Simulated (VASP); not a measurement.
# TaGe2 in VASP: molecular dynamics with PBE+D3(BJ)

Aim: the molecular dynamics of TaGe2 with PBE+D3(BJ).

Everything below comes from runs of VASP 6.6.1. Logs are shortened: lines on timing, memory, paths and dates and some standing lists are left out, and cuts for length are marked.

## (1) The cell of the first run

The cell holds a disordered packing, 9 atoms: a = 4.971 Å, b = 5.511 Å, c = 5.478 Å, α = 100.66°, β = 96.84°, γ = 78.88°.

## (2) Molecular dynamics, PBE+D3(BJ)

INCAR

```
PREC = Accurate ; ENCUT = 520
EDIFF = 1E-5 ; ISMEAR = -4
SIGMA = 0.1 ; LREAL = False
LASPH = True ; NELM = 80
ALGO = Normal ; ISIF = 2
LWAVE = False ; LCHARG = False
GGA = PE ; IVDW = 12
IBRION = 0 ; NSW = 20
POTIM = 0.5 ; TEBEG = 300.0
TEEND = 300.0 ; ISYM = 0
NELMIN = 4 ; RANDOM_SEED = 48017 0 0
MDALGO = 2 ; SMASS = 0
```

KPOINTS

```
Automatic mesh
0
Gamma
  3 3 3
```

POSCAR

```
TaGe2
1.0
    4.9571800000      0.1822850000     -0.3149460000
    0.8644400000      5.4428260000     -0.0252160000
   -0.2768310000     -0.9573070000      5.3865540000
Ge Ta
6 3
Direct
    0.9100400000      0.9167480000      0.0675160000
    0.1494280000      0.1765930000      0.3629510000
    0.9621100000      0.0093480000      0.6783360000
    0.7117740000      0.7705980000      0.3813820000
    0.2749890000      0.6793890000      0.2606620000
    0.0206800000      0.5806610000      0.6996440000
    0.4430040000      0.8097890000      0.8514220000
    0.8138450000      0.3893260000      0.0250920000
    0.6079160000      0.3556290000      0.4945130000
```

Potentials or basis: VASP PAW PBE potentials, release 64 (Ge_d, Ta_pv).

Launch:

```sh
cat potpaw_PBE.64/Ge_d/POTCAR potpaw_PBE.64/Ta_pv/POTCAR > POTCAR
mpirun -np 1 vasp_std > vasp.out
```

OUTCAR:

```text
PREC = Accurate
   ENCUT = 520
   EDIFF = 1E-5
   ISMEAR = -4
   LREAL = False
   LASPH = True
   NELM = 80
   ISIF = 2
   GGA = PE
   IVDW = 12
   IBRION = 0
   NSW = 20
   POTIM = 0.5
   TEBEG = 300.0
   ISYM = 0
   NELMIN = 4
 IVDW          = 12

 ion  position               nearest neighbor table
   1  0.910  0.917  0.068-   5 2.29   2 2.33   3 2.34   4 2.41   6 2.51   7 2.60   8 2.60   7 2.94
                             8 3.00
   2  0.149  0.177  0.363-   1 2.33   3 2.45   8 2.63   9 2.63   6 2.64   5 2.66   9 2.81
   3  0.962  0.009  0.678-   4 2.30   1 2.34   6 2.35   2 2.45   7 2.58   9 2.60   8 2.61
   4  0.712  0.771  0.381-   3 2.30   5 2.32   1 2.41   6 2.43   8 2.61   9 2.63   5 2.88   7 2.99
                             7 3.08   9 3.12
   5  0.275  0.679  0.261-   1 2.29   4 2.32   9 2.60   2 2.66   7 2.74   4 2.88   8 3.07   8 3.13
                             7 3.23
   6  0.021  0.581  0.700-   3 2.35   4 2.43   1 2.51   8 2.63   7 2.63   9 2.63   2 2.64   7 3.05
                             9 3.19
   7  0.443  0.810  0.851-   3 2.58   1 2.60   6 2.63   5 2.74   8 2.90   9 2.92   1 2.94   4 2.99
                             6 3.05   4 3.08   5 3.23
   8  0.814  0.389  0.025-   1 2.60   4 2.61   3 2.61   2 2.63   6 2.63   7 2.90   9 2.93   9 2.95
                             1 3.00   5 3.07   5 3.13
   9  0.608  0.356  0.495-   3 2.60   5 2.60   2 2.63   6 2.63   4 2.63   2 2.81   7 2.92   8 2.93
                             8 2.95   4 3.12   6 3.19

IMPORTANT INFORMATION: All symmetrisations will be switched off!
NOSYMM: (Re-)initialisation of all symmetry stuff for point group C_1.

----------------------------------------------------------------------------------------

                                     Primitive cell

  volume of cell :     144.1539

  direct lattice vectors                    reciprocal lattice vectors
     4.957180000  0.182285000 -0.314946000     0.203212943 -0.032252838  0.004711690
     0.864440000  5.442826000 -0.025216000    -0.004719872  0.184628597  0.032569922
    -0.276831000 -0.957307000  5.386554000     0.011859546 -0.001021489  0.186075404

  length of vectors
     4.970518319  5.511102179  5.477959117     0.205810461  0.187538785  0.186455754

  position of ions in fractional coordinates (direct lattice)
     0.910040000  0.916748000  0.067516000
     0.149428000  0.176593000  0.362951000
     0.962110000  0.009348000  0.678336000
     0.711774000  0.770598000  0.381382000
     0.274989000  0.679389000  0.260662000
     0.020680000  0.580661000  0.699644000
     0.443004000  0.809789000  0.851422000
     0.813845000  0.389326000  0.025092000
     0.607916000  0.355629000  0.494513000

  ion indices of the primitive-cell ions
   primitive index   ion index
                 1           1
                 2           2
                 3           3
                 4           4
                 5           5
                 6           6
                 7           7
                 8           8
                 9           9

[... 71 lines left out ...]
   TEBEG  =  300.0;   TEEND  = 300.0 temperature during run
   PSTRESS=    0.0 pullay stress
   NELECT =     117.0000    total number of electrons
   NUPDOWN=      -1.0000    fix difference up-down
   EMIN   =  10.00;   EMAX   =-10.00  energy-range for DOS
   EFERMI =   0.00;   METHOD = LEGACY
   ISMEAR =    -4;   SIGMA  =   0.10  broadening in eV -4-tet -1-fermi 0-gaus
   EFERMI_NEDOS =   21; number of points for ismear=-14 and -15
   IALGO  =     38    algorithm
   IMIX   =      4    mixing-type and parameters
     AMIX     =   0.40;   BMIX     =  1.00
     AMIX_MAG =   1.60;   BMIX_MAG =  1.00
  volume/ion in A,a.u.               =      16.02       108.09
  Fermi-wavevector in a.u.,A,eV,Ry     =   1.527078  2.885760 31.728356  2.331968
  Thomas-Fermi vector in A             =   2.635024
   LORBIT       =      0    0 simple, 1 ext, 2 COOP (PROOUT), +10 PAW based schemes
   GGA     = PE    functional components
   LHFCALC =     F    Hartree Fock is set to
   AEXX    =    0.0000 exact exchange contribution
   IVDW    =    12    specifies the selected vdW correction
   LEPSILON=     F    determine dielectric tensor
   LRPA    =     F    only Hartree local field effects (RPA)
 molecular dynamics for ions
 non-spin polarized calculation
 Fermi weights with tetrahedron method witout Bloechl corrections
  energy-cutoff  :      520.00
  volume of cell :      144.15
 maximum number of plane-waves:      3891
 NGX is ok and might be reduce to    40
   NGX = 19   NGY = 21   NGZ = 21

--------------------------------------- Ionic step        1  -------------------------------------------

 number of electron     117.0000004 magnetization

 Free energy of the ion-electron system (eV)
  ---------------------------------------------------
  ext. energy  EPLUGINS =         0.00000000
  ---------------------------------------------------
  free energy    TOTEN  =       -54.23655035 eV

  energy without entropy =      -54.23655035  energy(sigma->0) =      -54.23655035

------------------------ aborting loop because EDIFF is reached ----------------------------------------

 Edisp (eV)   -4.64821

 E8    (eV) :    -2.2145
[... 152 lines left out ...]
  ENERGY OF THE ELECTRON-ION-THERMOSTAT SYSTEM (eV)
  ---------------------------------------------------
% ion-electron   TOTEN  =       -58.896791  see above
  kinetic energy EKIN   =         0.322023
  kin. lattice  EKIN_LAT=         0.000000  (temperature  311.41 K)
  nose potential ES     =         0.000195
  nose kinetic   EPS    =         0.000005
  ---------------------------------------------------
  total energy   ETOTAL =       -58.574568 eV

[... ionic steps 4 to 17 ...]

--------------------------------------- Ionic step       18  -------------------------------------------

 number of electron     117.0000001 magnetization

------------------------ aborting loop because EDIFF is reached ----------------------------------------
[... 109 lines left out ...]
--------------------------------------- Ionic step       20  -------------------------------------------

 number of electron     117.0000002 magnetization

 Free energy of the ion-electron system (eV)
  ---------------------------------------------------
  ext. energy  EPLUGINS =         0.00000000
  ---------------------------------------------------
  free energy    TOTEN  =       -54.54487205 eV

  energy without entropy =      -54.54487205  energy(sigma->0) =      -54.54487205

 E-fermi :   8.4020     XC(G=0): -12.3731

 val. band max:        8.4323979032   @ k =   0.3333  -0.3333   0.3333
 cond. band min:       8.3639990408   @ k =   0.3333   0.0000  -0.0000
 fundamental gap:     -0.0683988624
 Fermi energy:         8.4019785904

 k-point     1 :       0.0000    0.0000    0.0000
  band No.  band energies     occupation
      1     -26.5705      2.00000
      2     -26.5598      2.00000
      3     -26.4890      2.00000
      4     -26.4738      2.00000
      5     -26.3563      2.00000
      6     -26.2941      2.00000
[... 1057 lines left out ...]
  ENERGY OF THE ELECTRON-ION-THERMOSTAT SYSTEM (eV)
  ---------------------------------------------------
% ion-electron   TOTEN  =       -59.194407  see above
  kinetic energy EKIN   =         0.366497
  kin. lattice  EKIN_LAT=         0.000000  (temperature  354.42 K)
  nose potential ES     =         0.202971
  nose kinetic   EPS    =         0.050478
  ---------------------------------------------------
  total energy   ETOTAL =       -58.574462 eV
```

OSZICAR:

```text
N       E                     dE             d eps       ncg     rms          rms(c)
DAV:   1     0.167257222335E+04    0.16726E+04   -0.50848E+04  2490   0.454E+03
DAV:   2     0.269863359113E+03   -0.14027E+04   -0.13612E+04  1960   0.119E+03
[... 121 lines left out ...]
       N       E                     dE             d eps       ncg     rms          rms(c)
DAV:   1    -0.545448705542E+02   -0.22800E-01   -0.38468E-04  1064   0.439E-01    0.337E-03
DAV:   2    -0.545448717356E+02   -0.11814E-05   -0.30076E-05  1768   0.139E-01    0.182E-03
DAV:   3    -0.545448717975E+02   -0.61853E-07   -0.34448E-06  1112   0.437E-02    0.730E-04
DAV:   4    -0.545448720465E+02   -0.24901E-06   -0.27924E-06  1070   0.116E-02
     20 T=   354. E= -.58574462E+02 F= -.59194407E+02 E0= -.59194407E+02  EK= 0.36650E+00 SP= 0.20E+00 SK= 0.50E-01
```

CONTCAR:

```text
TaGe2
   1.00000000000000
     4.9571800000000001    0.1822850000000000   -0.3149460000000000
     0.8644400000000000    5.4428260000000002   -0.0252160000000000
    -0.2768310000000000   -0.9573070000000000    5.3865540000000003
  Ge              Ta
     6     3
Direct
     0.9106153314592430    0.9187377845870006    0.0650897284985930
[... 17 lines left out ...]
  0.55569944E-03  0.43692822E-03 -0.10871755E-03

           1
  0.500000000000000
  0.37295959E+00  0.46848296E-01  0.44803892E-01  0.32713349E+00
  0.91051671E+00  0.91884315E+00  0.64985896E-01
  0.15542084E+00  0.18115254E+00  0.36581414E+00
  0.95613544E+00  0.15602702E-01  0.68201368E+00
  0.70999327E+00  0.77095361E+00  0.38351988E+00
  0.27663661E+00  0.66974191E+00  0.25313248E+00
  0.22084584E-01  0.57982354E+00  0.70108929E+00
[... 19 lines left out ...]
  0.00000000E+00  0.00000000E+00  0.00000000E+00
  0.00000000E+00  0.00000000E+00  0.00000000E+00
```

Wall time 26 min (1 thread of Oxide Virtual Turin-like, shared host); peak memory 0.43 GiB.

Results:

```
Dispersion energy per atom : -0.517 eV
```

Step by step:
```tsv
step	potential energy change (eV)	largest force (eV/Å)	pressure (GPa)	volume (Å³)	temperature (K)
1	0.0000	3.8255	26.12	144.15	301
2	-0.0053	3.8353	26.28	144.15	305
3	-0.0120	3.8411	26.26	144.15	311
4	-0.0203	3.8438	26.33	144.15	319
5	-0.0301	3.8449	26.25	144.15	327
6	-0.0413	3.8436	26.29	144.15	336
7	-0.0539	3.8393	26.20	144.15	346
8	-0.0679	3.8303	26.29	144.15	355
9	-0.0832	3.8181	26.17	144.15	364
10	-0.0998	3.8035	26.21	144.15	372
11	-0.1175	3.7878	26.14	144.15	378
12	-0.1362	3.7703	26.16	144.15	383
13	-0.1559	3.7500	26.09	144.15	387
14	-0.1764	3.7264	26.10	144.15	388
15	-0.1975	3.7000	26.03	144.15	387
16	-0.2193	3.6723	26.02	144.15	383
17	-0.2415	3.6442	25.95	144.15	378
18	-0.2640	3.6155	25.94	144.15	372
19	-0.2868	3.5854	25.88	144.15	364
20	-0.3096	3.5533	25.86	144.15	354
```

Caveat: the k points lie up to 0.43 Å⁻¹ apart; spin-orbit coupling is left out, which moves the levels of the heavy elements.
